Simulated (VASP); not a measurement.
# Ta2GeO (P-4m2) in VASP: notebook

The runs below take Ta2GeO through single point, with PBE.

Everything below comes from runs of VASP 6.6.1. Logs are shortened: lines on timing, memory, paths and dates and some standing lists are left out, and cuts for length are marked.

**1. The cell of the first run**

Symmetry: P-4m2, No. 115, tetragonal system. Conventional cell: a = 3.688 Å, b = 3.688 Å, c = 5.243 Å, α = 90.00°, β = 90.00°, γ = 90.00°. Ta (site symmetry 2mm) has 2 O at 2.24 Å and 2 Ge at 2.29 Å within 3.0 Å. Ge (site symmetry -4m2) has 4 Ta at 2.29 Å within 3.0 Å. O (site symmetry -4m2) has 4 Ta at 2.24 Å within 3.0 Å.

The cell was generated, and may not be a known phase.

**2. Single point, PBE**

File INCAR:

```
ALGO = Normal ; EDIFF = 1E-6
ENCUT = 520 ; GGA = PE
ISIF = 2 ; ISMEAR = 0
LASPH = T ; LCHARG = T
LELF = T ; LREAL = F
LVHAR = T ; LWAVE = F
NBANDS = 29 ; NELM = 100
PREC = Accurate ; SIGMA = 0.1
```

File KPOINTS:

```
k-points
0
Gamma
  6 6 4
```

File POSCAR:

```
Ta2GeO
1.0
    3.6876447700      0.0000000000      0.0000000000
    0.0000000000      3.6876447700      0.0000000000
    0.0000000000      0.0000000000      5.2428274300
Ta Ge O
2 1 1
Direct
    0.5000000000      0.0000000000      0.7574989800
    0.0000000000      0.5000000000      0.2425010200
    0.0000000000      0.0000000000      0.5000000000
    0.5000000000      0.5000000000      0.0000000000
```

Potentials or basis: VASP PAW PBE potentials, release 64 (Ta_pv, Ge_d, O).

Run with:

```console
$ cat potpaw_PBE.64/Ta_pv/POTCAR potpaw_PBE.64/Ge_d/POTCAR potpaw_PBE.64/O/POTCAR > POTCAR
$ mpirun -np 1 vasp_std > vasp.out
```

OUTCAR:

```text
EDIFF = 1E-6
   ENCUT = 520
   GGA = PE
   ISIF = 2
   ISMEAR = 0
   LASPH = T
   LREAL = F
   NELM = 100
   PREC = Accurate

 ion  position               nearest neighbor table
   1  0.500  0.000  0.757-   4 2.24   4 2.24   3 2.29   3 2.29
   2  0.000  0.500  0.243-   4 2.24   4 2.24   3 2.29   3 2.29
   3  0.000  0.000  0.500-   1 2.29   2 2.29   2 2.29   1 2.29
   4  0.500  0.500  0.000-   1 2.24   2 2.24   1 2.24   2 2.24

  LATTYP: Found a simple tetragonal cell.
 ALAT       =     3.6876447700
 C/A-ratio  =     1.4217278933

  Lattice vectors:

 A1 = (   3.6876447700,   0.0000000000,   0.0000000000)
 A2 = (   0.0000000000,   3.6876447700,   0.0000000000)
 A3 = (   0.0000000000,   0.0000000000,   5.2428274300)

Analysis of symmetry for initial positions (statically):
=====================================================================
 Subroutine PRICEL returns:
 Original cell was already a primitive cell.

 Routine SETGRP: Setting up the symmetry group for a
 simple tetragonal supercell.

 Subroutine GETGRP returns: Found  8 space group operations
 (whereof  8 operations were pure point group operations)
 out of a pool of 16 trial point group operations.

The static configuration has the point symmetry D_2d.

Analysis of symmetry for dynamics (positions and initial velocities):
=====================================================================
 Subroutine PRICEL returns:
 Original cell was already a primitive cell.

 Routine SETGRP: Setting up the symmetry group for a
 simple tetragonal supercell.

 Subroutine GETGRP returns: Found  8 space group operations
 (whereof  8 operations were pure point group operations)
 out of a pool of 16 trial point group operations.

The dynamic configuration has the point symmetry D_2d.

 Subroutine INISYM returns: Found  8 space group operations
 (whereof  8 operations are pure point group operations),
 and found     1 'primitive' translations

----------------------------------------------------------------------------------------

                                     Primitive cell

  volume of cell :      71.2958

  direct lattice vectors                    reciprocal lattice vectors
     3.687644770  0.000000000  0.000000000     0.271175794  0.000000000  0.000000000
     0.000000000  3.687644770  0.000000000     0.000000000  0.271175794  0.000000000
     0.000000000  0.000000000  5.242827430     0.000000000  0.000000000  0.190736776

  length of vectors
     3.687644770  3.687644770  5.242827430     0.271175794  0.271175794  0.190736776

  position of ions in fractional coordinates (direct lattice)
     0.500000000  0.000000000  0.757498980
     0.000000000  0.500000000  0.242501020
     0.000000000  0.000000000  0.500000000
     0.500000000  0.500000000  0.000000000

  ion indices of the primitive-cell ions
   primitive index   ion index
                 1           1
                 2           2
                 3           3
                 4           4

----------------------------------------------------------------------------------------

 KPOINTS: k-points

Automatic generation of k-mesh.
 Grid dimensions read from file:
 generate k-points for:    6    6    4

 Generating k-lattice:

  Cartesian coordinates                     Fractional coordinates (reciprocal lattice)
     0.045195966  0.000000000  0.000000000     0.166666667  0.000000000  0.000000000
     0.000000000  0.045195966  0.000000000     0.000000000  0.166666667  0.000000000
     0.000000000  0.000000000  0.047684194     0.000000000  0.000000000  0.250000000

  Length of vectors
     0.045195966  0.045195966  0.047684194

  Shift w.r.t. Gamma in fractional coordinates (k-lattice)
     0.000000000  0.000000000  0.000000000

 Subroutine IBZKPT returns following result:
 ===========================================

 Found     30 irreducible k-points:

 Following reciprocal coordinates:
            Coordinates               Weight
  0.000000  0.000000  0.000000      1.000000
  0.166667  0.000000  0.000000      4.000000
  0.333333  0.000000  0.000000      4.000000
  0.500000  0.000000  0.000000      2.000000
  0.166667  0.166667  0.000000      4.000000
  0.333333  0.166667  0.000000      8.000000
[... 16 lines left out ...]
  0.333333  0.000000  0.500000      4.000000
  0.500000  0.000000  0.500000      2.000000
 [... further k-points ...]
   k-points           NKPTS =     30   k-points in BZ     NKDIM =     30   number of bands    NBANDS=     29
   number of dos      NEDOS =    301   number of ions     NIONS =      4
   total plane-waves  NPLWV =  31360
   dimension x,y,z NGX =    28 NGY =   28 NGZ =   40
   dimension x,y,z NGXF=    56 NGYF=   56 NGZF=   80
   ions per type =               2   1   1
   NGX,Y,Z   is equivalent  to a cutoff of  12.62, 12.62, 12.68 a.u.
   NGXF,Y,Z  is equivalent  to a cutoff of  25.25, 25.25, 25.37 a.u.
 SYSTEM =  unknown system
   PREC   = accura    normal or accurate (medium, high low for compatibility)
   ISTART =      0    job   : 0-new  1-cont  2-samecut
   ICHARG =      2    charge: 1-file 2-atom 10-const
   ISPIN  =      1    spin polarized calculation?
   LNONCOLLINEAR =      F non collinear calculations
   LSORBIT =      F    spin-orbit coupling
   LASPH  =      T    aspherical Exc in radial PAW
   ENCUT  =  520.0 eV  38.22 Ry    6.18 a.u.   6.86  6.86  9.75*2*pi/ulx,y,z
   NELM   =    100;   NELMIN=  2; NELMDL= -5     # of ELM steps
   EDIFF  = 0.1E-05   stopping-criterion for ELM
   LREAL  =      F    real-space projection
   EDIFFG = 0.1E-04   stopping-criterion for IOM
   NSW    =      0    number of steps for IOM
   IBRION =     -1    ionic relax: 0-MD 1-quasi-New 2-CG
   NFREE  =      0    steps in history (QN), initial steepest desc. (CG)
   ISIF   =      2    stress and relaxation
   ISYM   =      2    0-nonsym 1-usesym 2-fastsym
   POTIM  = 0.5000    time-step for ionic-motion
   TEBEG  =    0.0;   TEEND  =   0.0 temperature during run
   PSTRESS=    0.0 pullay stress
   NELECT =      42.0000    total number of electrons
   NUPDOWN=      -1.0000    fix difference up-down
   EMIN   =  10.00;   EMAX   =-10.00  energy-range for DOS
   EFERMI =   0.00;   METHOD = LEGACY
   ISMEAR =     0;   SIGMA  =   0.10  broadening in eV -4-tet -1-fermi 0-gaus
   EFERMI_NEDOS =   21; number of points for ismear=-14 and -15
   IALGO  =     38    algorithm
   IMIX   =      4    mixing-type and parameters
     AMIX     =   0.40;   BMIX     =  1.00
     AMIX_MAG =   1.60;   BMIX_MAG =  1.00
  volume/ion in A,a.u.               =      17.82       120.28
  Fermi-wavevector in a.u.,A,eV,Ry     =   1.372366  2.593396 25.625064  1.883389
  Thomas-Fermi vector in A             =   2.497980
   LORBIT       =      0    0 simple, 1 ext, 2 COOP (PROOUT), +10 PAW based schemes
   GGA     = PE    functional components
   LHFCALC =     F    Hartree Fock is set to
   AEXX    =    0.0000 exact exchange contribution
   IVDW    =     0    specifies the selected vdW correction
   LEPSILON=     F    determine dielectric tensor
   LRPA    =     F    only Hartree local field effects (RPA)
 non-spin polarized calculation
 Gauss-broadening in eV      SIGMA  =   0.10
  energy-cutoff  :      520.00
  volume of cell :       71.30
 maximum number of plane-waves:      1964
 NGX is ok and might be reduce to    28
   NGX = 13   NGY = 13   NGZ = 19

 number of electron      42.0000014 magnetization

 Free energy of the ion-electron system (eV)
  ---------------------------------------------------
  ext. energy  EPLUGINS =         0.00000000
  ---------------------------------------------------
  free energy    TOTEN  =       -31.46987955 eV

  energy without entropy =      -31.44890414  energy(sigma->0) =      -31.45939185

 E-fermi :   5.5457     XC(G=0): -11.1561

 val. band max:        5.5441407258   @ k =   0.1667   0.0000   0.0000
 cond. band min:       5.5681745577   @ k =   0.3333   0.1667   0.0000
 fundamental gap:      0.0240338319
 Fermi energy:         5.5457073404

 k-point     1 :       0.0000    0.0000    0.0000
  band No.  band energies     occupation
      1     -30.1839      2.00000
      2     -30.1265      2.00000
      3     -30.1265      2.00000
      4     -30.0471      2.00000
      5     -30.0204      2.00000
      6     -30.0204      2.00000
[... 21 lines left out ...]
     28       9.6491      0.00000
     29      11.0920      0.00000

 k-point     2 :       0.1667    0.0000    0.0000
  band No.  band energies     occupation
      1     -30.1779      2.00000
      2     -30.1404      2.00000
      3     -30.1243      2.00000
      4     -30.0531      2.00000
      5     -30.0383      2.00000
      6     -30.0202      2.00000
[... 21 lines left out ...]
     28       9.5457      0.00000
     29      10.7120      0.00000

 k-point     3 :       0.3333    0.0000    0.0000
  band No.  band energies     occupation
      1     -30.1951      2.00000
      2     -30.1328      2.00000
      3     -30.1200      2.00000
      4     -30.0748      2.00000
      5     -30.0702      2.00000
      6     -30.0199      2.00000
[... 21 lines left out ...]
     28       8.9496      0.00000
     29      10.0865      0.00000

 k-point     4 :       0.5000    0.0000    0.0000
  band No.  band energies     occupation
      1     -30.2123      2.00000
      2     -30.1177      2.00000
      3     -30.1019      2.00000
      4     -30.0987      2.00000
      5     -30.0914      2.00000
      6     -30.0198      2.00000
[... 21 lines left out ...]
     28       8.7340      0.00000
     29      11.1711      0.00000

 k-point     5 :       0.1667    0.1667    0.0000
  band No.  band energies     occupation
      1     -30.1778      2.00000
      2     -30.1414      2.00000
      3     -30.1307      2.00000
      4     -30.0579      2.00000
      5     -30.0479      2.00000
      6     -30.0277      2.00000
[... 21 lines left out ...]
     28       9.4342      0.00000
     29      10.6819      0.00000
[... 510 lines left out ...]
     28      11.5644      0.00000
     29      11.8484      0.00000

 k-point    22 :       0.1667    0.0000    0.5000
  band No.  band energies     occupation
      1     -30.1661      2.00000
      2     -30.1215      2.00000
      3     -30.1202      2.00000
      4     -30.0923      2.00000
      5     -30.0329      2.00000
      6     -30.0231      2.00000
[... 21 lines left out ...]
     28       9.6503      0.00000
     29      11.8785      0.00000

 k-point    23 :       0.3333    0.0000    0.5000
  band No.  band energies     occupation
      1     -30.2133      2.00000
      2     -30.1355      2.00000
      3     -30.1189      2.00000
      4     -30.0806      2.00000
      5     -30.0440      2.00000
      6     -30.0209      2.00000
[... 21 lines left out ...]
     28       8.7588      0.00000
     29       9.9725      0.00000

 k-point    24 :       0.5000    0.0000    0.5000
  band No.  band energies     occupation
      1     -30.2350      2.00000
      2     -30.1464      2.00000
      3     -30.1177      2.00000
      4     -30.0758      2.00000
      5     -30.0469      2.00000
      6     -30.0198      2.00000
[... 21 lines left out ...]
     28       8.3591      0.00000
     29       8.8865      0.00000

 [... further k-points ...]
[... 5 lines left out ...]
  --------------------------------------------------------------------------------------
  -------------------------------------------------------------------------------------
  Total        4.9782866      4.9782866      4.5824976      0.0000000      0.0000000      0.0000000
  in kB      111.8733799    111.8733799    102.9791034      0.0000000      0.0000000      0.0000000
  external PRESSURE =     108.9086211 kB  Pullay stress =       0.0000000 kB

 VOLUME and BASIS-vectors are now :
 -----------------------------------------------------------------------------
  energy-cutoff  :      520.00
  volume of cell :       71.30
      direct lattice vectors                 reciprocal lattice vectors
     3.687644770  0.000000000  0.000000000     0.271175794  0.000000000  0.000000000
     0.000000000  3.687644770  0.000000000     0.000000000  0.271175794  0.000000000
     0.000000000  0.000000000  5.242827430     0.000000000  0.000000000  0.190736776

 POSITION                                       TOTAL-FORCE (eV/Angst)
 -----------------------------------------------------------------------------------
      1.84382      0.00000      3.97144        -0.000000      0.000000      6.136352
      0.00000      1.84382      1.27139        -0.000000      0.000000     -6.136352
      0.00000      0.00000      2.62141         0.000000      0.000000      0.000000
      1.84382      1.84382      0.00000        -0.000000     -0.000000      0.000000
 -----------------------------------------------------------------------------------
    total drift:                               -0.000000      0.000000      0.000000

  FREE ENERGIE OF THE ION-ELECTRON SYSTEM (eV)
  ---------------------------------------------------
  free  energy   TOTEN  =       -31.4698795534 eV

  energy  without entropy=      -31.4489041392  energy(sigma->0) =      -31.45939185
```

Wall time 33 s (1 thread of Intel Xeon Platinum 8488C (Sapphire Rapids), shared host); peak memory 0.22 GiB.

What came out:

| Item | Value |
| --- | --- |
| Free energy | -31.4699 eV |
| Pressure | 10.9 GPa |
| Largest force | 6.136 eV/Å |
| Band gap on the k mesh | zero (bands 21 and 22 overlap by 0.59 eV) |

Forces in eV/Å, atoms in the order of the input:
```
Ta   0.000  0.000  6.136
Ta   0.000  0.000 -6.136
Ge   0.000  0.000  0.000
O    0.000  0.000  0.000
```

Stress tensor (GPa, compression positive):
```
11.19  0.00  0.00
 0.00 11.19  0.00
 0.00  0.00 10.30
```

Levels at points of the mesh, in eV from the Fermi level:
```tsv
k point	band 19	band 20	band 21	band 22	band 23	band 24
(0.00, 0.00, 0.00)	-2.42	-1.98	0.08	0.27	0.48	0.53
(0.50, 0.00, 0.00)	-2.60	-0.51	-0.32	-0.24	0.30	0.86
(0.50, 0.50, 0.00)	-1.98	-1.61	-1.28	0.98	0.98	1.31
(0.00, 0.00, 0.50)	-2.76	-1.49	-1.01	0.74	0.79	1.26
(0.50, 0.00, 0.50)	-3.07	0.09	0.35	0.42	0.86	0.87
(0.50, 0.50, 0.50)	-2.02	-1.91	-1.05	-0.03	-0.03	1.25
```

Caveat: the cell stands under pressure; spin-orbit coupling is left out, which moves the levels of the heavy elements; forces of over 1 eV/Å act on the atoms, so gaps and moduli don't describe the material at rest.

**3. Single point, PBE**

This run uses another cell than the first one, of 18.48 Å³/atom.

File INCAR:

```
PREC     = Accurate       # precision mode
ENCUT    = 520            # plane-wave cutoff, eV
EDIFF    = 1E-6           # SCF threshold, eV
ISMEAR   = 0              # smearing method
SIGMA    = 0.1            # smearing width, eV
LREAL    = F              # projectors in reciprocal space
LASPH    = T              # aspherical terms in the spheres
NELM     = 80             # most SCF steps
ALGO     = Normal         # electronic algorithm
ISIF     = 2              # what is computed and relaxed
LWAVE    = F              # write WAVECAR
LCHARG   = F              # write CHGCAR
GGA      = PE             # functional
NBANDS   = 29             # bands
```

File KPOINTS:

```
regular mesh
0
Gamma
  6 6 4
```

File POSCAR:

```
Ta2GeO
1.0
    3.6976761279      0.0000000000      0.0000000000
    0.0000000000      3.6976761279      0.0000000000
    0.0000000000      0.0000000000      5.4051608858
Ta Ge O
2 1 1
Direct
    0.5000000000      0.0000000000      0.8517438149
    0.0000000000      0.5000000000      0.1482561851
    0.0000000000      0.0000000000      0.5000000000
    0.5000000000      0.5000000000      0.0000000000
```

Potentials or basis: VASP PAW PBE potentials, release 64 (Ta_pv, Ge_d, O).

Run with:

```console
$ cat potpaw_PBE.64/Ta_pv/POTCAR potpaw_PBE.64/Ge_d/POTCAR potpaw_PBE.64/O/POTCAR > POTCAR
$ mpirun -np 1 vasp_std > vasp.out
```

OUTCAR:

```text
PREC = Accurate
   ENCUT = 520
   EDIFF = 1E-6
   ISMEAR = 0
   LREAL = F
   LASPH = T
   NELM = 80
   ISIF = 2
   GGA = PE

 ion  position               nearest neighbor table
   1  0.500  0.000  0.852-   4 2.02   4 2.02   3 2.65   3 2.65   2 3.07   2 3.07   2 3.07   2 3.07

   2  0.000  0.500  0.148-   4 2.02   4 2.02   3 2.65   3 2.65   1 3.07   1 3.07   1 3.07   1 3.07

   3  0.000  0.000  0.500-   1 2.65   2 2.65   2 2.65   1 2.65
   4  0.500  0.500  0.000-   1 2.02   2 2.02   1 2.02   2 2.02
[... 962 lines left out ...]
     28       9.3345      0.00000
     29       9.8581      0.00000

 [... further k-points ...]
[... 5 lines left out ...]
  --------------------------------------------------------------------------------------
  -------------------------------------------------------------------------------------
  Total        0.1600115      0.1600115      0.1533084      0.0000000     -0.0000000      0.0000000
  in kB        3.4689301      3.4689301      3.3236118      0.0000000     -0.0000000      0.0000000
  external PRESSURE =       3.4204906 kB  Pullay stress =       0.0000000 kB

 VOLUME and BASIS-vectors are now :
 -----------------------------------------------------------------------------
  energy-cutoff  :      520.00
  volume of cell :       73.90
      direct lattice vectors                 reciprocal lattice vectors
     3.697676128  0.000000000  0.000000000     0.270440127  0.000000000  0.000000000
     0.000000000  3.697676128  0.000000000     0.000000000  0.270440127  0.000000000
     0.000000000  0.000000000  5.405160886     0.000000000  0.000000000  0.185008369

 POSITION                                       TOTAL-FORCE (eV/Angst)
 -----------------------------------------------------------------------------------
      1.84884      0.00000      4.60381         0.000000      0.000000     -0.042647
      0.00000      1.84884      0.80135         0.000000      0.000000      0.042647
      0.00000      0.00000      2.70258         0.000000      0.000000      0.000000
      1.84884      1.84884      0.00000         0.000000     -0.000000      0.000000
 -----------------------------------------------------------------------------------
    total drift:                               -0.000000      0.000000      0.000000

  FREE ENERGIE OF THE ION-ELECTRON SYSTEM (eV)
  ---------------------------------------------------
  free  energy   TOTEN  =       -34.7209582033 eV

  energy  without entropy=      -34.7076510521  energy(sigma->0) =      -34.71430463
```

stdout:

```text
POSCAR found type information on POSCAR TaGeO
 POSCAR found :  3 types and       4 ions
 scaLAPACK will be used
 LDA part: xc-table for (Slater+PW92), standard interpolation
 POSCAR, INCAR and KPOINTS ok, starting setup
 FFT: planning ... GRIDC
 FFT: planning ... GRID_SOFT
 FFT: planning ... GRID
 WAVECAR not read
 entering main loop
```

It took 31 s on 1 thread of Intel Xeon Platinum 8488C (Sapphire Rapids), shared host; peak memory 0.22 GiB.

What came out:

```yaml
Free_energy: -34.7210 eV
Pressure: 0.3 GPa
Largest_force: 0.043 eV/Å
Band_gap_on_the_k_mesh: zero (bands 21 and 22 overlap by 1.30 eV)
```

Forces in eV/Å, atoms in the order of the input:
```
Ta   0.000  0.000 -0.043
Ta   0.000  0.000  0.043
Ge   0.000  0.000  0.000
O    0.000  0.000  0.000
```

Caveat: spin-orbit coupling is left out, which moves the levels of the heavy elements.

The gap in the log of VASP goes by the Fermi energy; the results here count the filled bands.